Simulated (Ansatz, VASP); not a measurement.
## One calculation of Sn, two programs

```
Sn
1.0
     3.59935    0.00000    0.00000
    -1.79968    3.11713    0.00000
     0.00000    0.00000   11.85167
Sn
4
Direct
  0.00000 0.00000 0.00000
  0.00000 0.00000 0.50000
  0.33333 0.66667 0.25000
  0.66667 0.33333 0.75000
```

Alike in both runs: task single point; functional BLYP; k mesh 12 × 12 × 3; occupations fermi-dirac, width 0.1 eV; no spin polarisation.

|  | VASP | Ansatz |
| --- | --- | --- |
| version | VASP 6.6.1 | Ansatz 0.2.0 |
| potentials or method | VASP PAW PBE potentials, release 64 (Sn_d), cutoff 520 eV | plane waves (420 eV) with PAW, scalar-relativistic |
| valence electrons in the cell | 56 | 56 |

```csv
,VASP,Ansatz,Ansatz less VASP
pressure (GPa),-2.2,-2.2,+0.03
"traceless stress, the component that is largest in VASP (GPa)",-0.05,-0.05,+0.003
```

VASP's potentials were made for PBE, not for BLYP.
